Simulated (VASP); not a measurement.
Here is a VASP 6.6.1 calculation.

Contents of INCAR:

```
SYSTEM = ZnO
ALGO = Normal ; EDIFF = 1E-6
ENCUT = 520 ; GGA = PS
ISIF = 2 ; ISMEAR = 0
LASPH = .True. ; LCHARG = .False.
LREAL = .False. ; LWAVE = .False.
NBANDS = 26 ; NELM = 100
PREC = Accurate ; SIGMA = 0.02
```

The input KPOINTS:

```
k-points
0
Gamma
  9 9 6
  0 0 0
```

POSCAR

```
ZnO
1.0
    3.2305167521      0.0000000000      0.0000000000
   -1.6152583760      2.7977095747      0.0000000000
    0.0000000000      0.0000000000      5.2139362911
Zn O
2 2
Direct
    0.6666666667      0.3333333333      0.5006385776
    0.3333333333      0.6666666667      0.0006385776
    0.6666666667      0.3333333333      0.8796714224
    0.3333333333      0.6666666667      0.3796714224
```

Potentials or basis: VASP PAW PBE potentials, release 64 (Zn, O).

Launch:

```sh
$ cat potpaw_PBE.64/Zn/POTCAR potpaw_PBE.64/O/POTCAR > POTCAR
$ mpirun -np 1 vasp_std > vasp.out
```

Q: What does it give for the band gap on the k mesh?

A: 0.69 eV, direct.

Q: Estimate the pressure.

A: 0.7 GPa.

Forces on the atoms (eV/Å):
```
Zn   0.000  0.000  0.003
Zn   0.000  0.000  0.003
O    0.000  0.000 -0.003
O    0.000  0.000 -0.003
```

Caveat: the PAW data sets were made with another functional, which shifts forces and pressure a little. A hybrid or GW would open this gap; PBEsol tends to underestimate it.
